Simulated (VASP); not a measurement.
# Ni (C2/c) in VASP: single point with BLYP

Aim: the single point of Ni with BLYP.

Program: VASP 6.6.1. These are calculated values, not measurements. Logs are shortened: lines on timing, memory, paths and dates and some standing lists are left out, and cuts for length are marked.

### 1 The cell of the first run

The typed cell holds 2 atoms: a = 4.426 Å, b = 4.426 Å, c = 2.522 Å, α = 97.90°, β = 97.90°, γ = 147.48°.

### 2 Single point, BLYP

Input file INCAR:

```
SYSTEM = Ni
AGGAC = 1.0 ; AGGAX = 1.0
ALDAC = 0.0 ; ALDAX = 1.0
ALGO = Normal ; EDIFF = 1E-6
ENCUT = 520 ; GGA = B5
ISIF = 2 ; ISMEAR = -1
LASPH = .TRUE. ; LCHARG = .TRUE.
LELF = .TRUE. ; LREAL = .FALSE.
LVHAR = .TRUE. ; LWAVE = .FALSE.
NBANDS = 17 ; NELM = 60
PREC = Accurate ; SIGMA = 0.1
```

Input file KPOINTS:

```
k-points
0
G
  24 24 23
  0 0 0
```

Input file POSCAR:

```
Ni
1.0
   -3.0044417596      3.0050237439      1.2392674271
    3.0050237439     -3.0044417596      1.2392674271
    1.5537054341      1.5537054341     -1.2382015218
Ni
2
Direct
    0.0000295281      0.9999704719      0.0000000000
    0.7499704719      0.2500295281      0.5000000000
```

Potentials or basis: VASP PAW PBE potentials, release 64 (Ni).

Launch:

```
$ cat potpaw_PBE.64/Ni/POTCAR > POTCAR
$ mpirun -np 1 vasp_std > vasp.out
```

OUTCAR:

```text
SYSTEM = Ni
   EDIFF = 1E-6
   ENCUT = 520
   GGA = B5
   ISIF = 2
   ISMEAR = -1
   LASPH = .TRUE.
   LREAL = .FALSE.
   NELM = 60
   PREC = Accurate

 ion  position               nearest neighbor table
   1  0.000  1.000  0.000-   2 2.47   2 2.47   2 2.47   2 2.47   2 3.03   2 3.03   2 3.03   2 3.03

   2  0.750  0.250  0.500-   1 2.47   1 2.47   1 2.47   1 2.47   1 3.03   1 3.03   1 3.03   1 3.03

  LATTYP: Found a base centered monoclinic cell.
 ALAT       =     2.4785349909
 B/A-ratio  =     3.4289076608
 C/A-ratio  =     1.0175893769
 COS(beta)  =    -0.4906453564

  Lattice vectors:

 A1 = (  -3.0044417596,   3.0050237439,   1.2392674271)
 A2 = (   3.0050237439,  -3.0044417596,   1.2392674271)
 A3 = (   1.5537054341,   1.5537054341,  -1.2382015218)

Analysis of symmetry for initial positions (statically):
=====================================================================
 Subroutine PRICEL returns:
 Original cell was already a primitive cell.

 Routine SETGRP: Setting up the symmetry group for a
 base centered monoclinic supercell.

 Subroutine GETGRP returns: Found  4 space group operations
 (whereof  2 operations were pure point group operations)
 out of a pool of  4 trial point group operations.

The static configuration has the point symmetry C_2 .
 The point group associated with its full space group is C_2h.

Analysis of symmetry for dynamics (positions and initial velocities):
=====================================================================
 Subroutine PRICEL returns:
 Original cell was already a primitive cell.

 Routine SETGRP: Setting up the symmetry group for a
 base centered monoclinic supercell.

 Subroutine GETGRP returns: Found  4 space group operations
 (whereof  2 operations were pure point group operations)
 out of a pool of  4 trial point group operations.

The dynamic configuration has the point symmetry C_2 .
 The point group associated with its full space group is C_2h.

 Subroutine INISYM returns: Found  4 space group operations
 (whereof  2 operations are pure point group operations),
 and found     1 'primitive' translations

----------------------------------------------------------------------------------------

                                     Primitive cell

  volume of cell :      23.1463

  direct lattice vectors                    reciprocal lattice vectors
    -3.004441760  3.005023744  1.239267427     0.077535111  0.243939261  0.403388682
     3.005023744 -3.004441760  1.239267427     0.243939261  0.077535111  0.403388682
     1.553705434  1.553705434 -1.238201522     0.321751114  0.321751114 -0.000151101

  length of vectors
     4.426355357  4.426355357  2.522130877     0.477745209  0.477745209  0.455024814

  position of ions in fractional coordinates (direct lattice)
     0.000029528  0.999970472  0.000000000
     0.749970472  0.250029528  0.500000000

  ion indices of the primitive-cell ions
   primitive index   ion index
                 1           1
                 2           2

----------------------------------------------------------------------------------------

 KPOINTS: k-points

Automatic generation of k-mesh.
 Grid dimensions read from file:
 generate k-points for:   24   24   23

 Generating k-lattice:

  Cartesian coordinates                     Fractional coordinates (reciprocal lattice)
     0.003230630  0.010164136  0.016807862     0.041666667  0.000000000 -0.000000000
     0.010164136  0.003230630  0.016807862     0.000000000  0.041666667 -0.000000000
     0.013989179  0.013989179 -0.000006570     0.000000000  0.000000000  0.043478261

  Length of vectors
     0.019906050  0.019906050  0.019783688

  Shift w.r.t. Gamma in fractional coordinates (k-lattice)
     0.000000000  0.000000000  0.000000000

 Subroutine IBZKPT returns following result:
 ===========================================

 Found   3457 irreducible k-points:

 Following reciprocal coordinates:
            Coordinates               Weight
  0.000000  0.000000  0.000000      1.000000
  0.041667  0.000000 -0.000000      4.000000
  0.083333  0.000000  0.000000      4.000000
  0.125000  0.000000 -0.000000      4.000000
  0.166667  0.000000 -0.000000      4.000000
  0.208333  0.000000 -0.000000      4.000000
[... 16 lines left out ...]
  0.416667  0.041667 -0.000000      4.000000
  0.458333  0.041667 -0.000000      4.000000
 [... further k-points ...]
   k-points           NKPTS =   3457   k-points in BZ     NKDIM =   3457   number of bands    NBANDS=     17
   number of dos      NEDOS =    301   number of ions     NIONS =      2
   total plane-waves  NPLWV =  25920
   dimension x,y,z NGX =    36 NGY =   36 NGZ =   20
   dimension x,y,z NGXF=    72 NGYF=   72 NGZF=   40
   ions per type =               2
   NGX,Y,Z   is equivalent  to a cutoff of  13.52, 13.52, 13.18 a.u.
   NGXF,Y,Z  is equivalent  to a cutoff of  27.04, 27.04, 26.37 a.u.
 SYSTEM =  Ni
   PREC   = accura    normal or accurate (medium, high low for compatibility)
   ISTART =      0    job   : 0-new  1-cont  2-samecut
   ICHARG =      2    charge: 1-file 2-atom 10-const
   ISPIN  =      1    spin polarized calculation?
   LNONCOLLINEAR =      F non collinear calculations
   LSORBIT =      F    spin-orbit coupling
   LASPH  =      T    aspherical Exc in radial PAW
   ENCUT  =  520.0 eV  38.22 Ry    6.18 a.u.   8.23  8.23  4.69*2*pi/ulx,y,z
   NELM   =     60;   NELMIN=  2; NELMDL= -5     # of ELM steps
   EDIFF  = 0.1E-05   stopping-criterion for ELM
   LREAL  =      F    real-space projection
[... 7 lines left out ...]
   TEBEG  =    0.0;   TEEND  =   0.0 temperature during run
   PSTRESS=    0.0 pullay stress
   NELECT =      20.0000    total number of electrons
   NUPDOWN=      -1.0000    fix difference up-down
   EMIN   =  10.00;   EMAX   =-10.00  energy-range for DOS
   EFERMI =   0.00;   METHOD = LEGACY
   ISMEAR =    -1;   SIGMA  =   0.10  broadening in eV -4-tet -1-fermi 0-gaus
   EFERMI_NEDOS =   21; number of points for ismear=-14 and -15
   IALGO  =     38    algorithm
   IMIX   =      4    mixing-type and parameters
     AMIX     =   0.40;   BMIX     =  1.00
     AMIX_MAG =   1.60;   BMIX_MAG =  1.00
  volume/ion in A,a.u.               =      11.57        78.10
  Fermi-wavevector in a.u.,A,eV,Ry     =   1.559282  2.946615 33.080649  2.431359
  Thomas-Fermi vector in A             =   2.662663
   LORBIT       =      0    0 simple, 1 ext, 2 COOP (PROOUT), +10 PAW based schemes
   GGA     = B5    functional components
   LHFCALC =     F    Hartree Fock is set to
   AEXX    =    0.0000 exact exchange contribution
   IVDW    =     0    specifies the selected vdW correction
   LEPSILON=     F    determine dielectric tensor
   LRPA    =     F    only Hartree local field effects (RPA)
 non-spin polarized calculation
  energy-cutoff  :      520.00
  volume of cell :       23.15
 maximum number of plane-waves:       641
 NGX is ok and might be reduce to    36
   NGX = 17   NGY = 17   NGZ =  9

 number of electron      19.9999992 magnetization

 Free energy of the ion-electron system (eV)
  ---------------------------------------------------
  ext. energy  EPLUGINS =         0.00000000
  ---------------------------------------------------
  free energy    TOTEN  =        -9.08907481 eV

  energy without entropy =       -8.91402344  energy(sigma->0) =       -9.00154912

 E-fermi :   8.8258     XC(G=0): -12.2968

 val. band max:        8.8256162571   @ k =  -0.3333  -0.4167   0.3043
 cond. band min:       8.8259158813   @ k =  -0.2917   0.5000   0.3913
 fundamental gap:      0.0002996243
 Fermi energy:         8.8258329936

 k-point     1 :       0.0000    0.0000    0.0000
  band No.  band energies     occupation
      1       0.5405      2.00000
      2       4.7208      2.00000
      3       6.7134      2.00000
      4       7.0267      2.00000
      5       7.3486      2.00000
      6       7.3648      2.00000
[... 9 lines left out ...]
     16      33.7814      0.00000
     17      34.5330      0.00000

 k-point     2 :       0.0417    0.0000   -0.0000
  band No.  band energies     occupation
      1       0.6045      2.00000
      2       4.7585      2.00000
      3       6.7261      2.00000
      4       7.0417      2.00000
      5       7.3356      2.00000
      6       7.3534      2.00000
[... 9 lines left out ...]
     16      33.0168      0.00000
     17      33.6763      0.00000

 k-point     3 :       0.0833    0.0000    0.0000
  band No.  band energies     occupation
      1       0.7949      2.00000
      2       4.8680      2.00000
      3       6.7583      2.00000
      4       7.0693      2.00000
      5       7.2836      2.00000
      6       7.3399      2.00000
[... 9 lines left out ...]
     16      31.7387      0.00000
     17      32.9524      0.00000

 k-point     4 :       0.1250    0.0000   -0.0000
  band No.  band energies     occupation
      1       1.1078      2.00000
      2       5.0370      2.00000
      3       6.7717      2.00000
      4       7.0588      2.00000
      5       7.1185      2.00000
      6       7.2249      2.00000
[... 9 lines left out ...]
     16      30.1391      0.00000
     17      32.4570      0.00000
[... 343 lines left out ...]
      1       4.7089      2.00000
      2       5.3797      2.00000
      3       5.6269      2.00000
      4       6.5754      2.00000
      5       7.2334      2.00000
      6       7.5186      2.00000
[... 9 lines left out ...]
     16      25.0868      0.00000
     17      28.0366      0.00000

 k-point    23 :       0.4167    0.0417   -0.0000
  band No.  band energies     occupation
      1       4.8829      2.00000
      2       5.3105      2.00000
      3       5.5975      2.00000
      4       6.5388      2.00000
      5       7.3966      2.00000
      6       7.5608      1.99999
[... 9 lines left out ...]
     16      24.8458      0.00000
     17      27.3788      0.00000

 k-point    24 :       0.4583    0.0417   -0.0000
  band No.  band energies     occupation
      1       4.9502      2.00000
      2       5.2637      2.00000
      3       5.5949      2.00000
      4       6.5165      2.00000
      5       7.4303      2.00000
      6       7.6700      1.99998
[... 9 lines left out ...]
     16      24.7674      0.00000
     17      26.5442      0.00000

 [... further k-points ...]

------------------------ aborting loop because EDIFF is reached ----------------------------------------

  FORCE on cell =-STRESS in cart. coord.  units (eV):
  Direction    XX          YY          ZZ          XY          YZ          ZX
  --------------------------------------------------------------------------------------
  -------------------------------------------------------------------------------------
  Total        0.0252229      0.0252229      0.0404028      0.0113091     -0.0047690     -0.0047690
  in kB        1.7459202      1.7459202      2.7966675      0.7828137     -0.3301091     -0.3301121
  external PRESSURE =       2.0961693 kB  Pullay stress =       0.0000000 kB

 VOLUME and BASIS-vectors are now :
 -----------------------------------------------------------------------------
  energy-cutoff  :      520.00
  volume of cell :       23.15
      direct lattice vectors                 reciprocal lattice vectors
    -3.004441760  3.005023744  1.239267427     0.077535111  0.243939261  0.403388682
     3.005023744 -3.004441760  1.239267427     0.243939261  0.077535111  0.403388682
     1.553705434  1.553705434 -1.238201522     0.321751114  0.321751114 -0.000151101

 POSITION                                       TOTAL-FORCE (eV/Angst)
 -----------------------------------------------------------------------------------
      3.00485     -3.00426      1.23927         0.001377     -0.001377     -0.000000
     -0.72505      2.27933      0.62017        -0.001377      0.001377      0.000000
 -----------------------------------------------------------------------------------
    total drift:                               -0.000000     -0.000000      0.000000

  FREE ENERGIE OF THE ION-ELECTRON SYSTEM (eV)
  ---------------------------------------------------
  free  energy   TOTEN  =        -9.0890748080 eV

  energy  without entropy=       -8.9140234405  energy(sigma->0) =       -9.00154912
```

Run time: 58 min. Hardware: 1 thread of Oxide Virtual Turin-like, shared host; peak memory 1.1 GiB.

Results:

```yaml
Free_energy: -9.0891 eV
Pressure: 0.2 GPa
Band_gap_on_the_k_mesh: zero (bands 10 and 11 overlap by 0.71 eV)
```

Stress tensor (GPa, compression positive):
```
 0.17  0.08 -0.03
 0.08  0.17 -0.03
-0.03 -0.03  0.28
```

Levels at points of the mesh, in eV from the Fermi level:
| k point | band 8 | band 9 | band 10 | band 11 | band 12 | band 13 |
| --- | --- | --- | --- | --- | --- | --- |
| (0.00, 0.00, 0.00) | -1.20 | -0.54 | -0.51 | -0.12 | -0.04 | 5.18 |
| (0.50, 0.00, 0.00) | -0.35 | 0.03 | 0.12 | 1.48 | 4.03 | 5.46 |
| (0.50, 0.50, 0.00) | -1.24 | -1.03 | -1.02 | -0.11 | -0.11 | 13.25 |

Caveat: the PAW data sets were made with another functional, which shifts forces and pressure a little; the run has no spin polarisation, though such a crystal can be magnetic. Spin polarisation is off, so any magnetic state and its effect on volume and gap are missing.
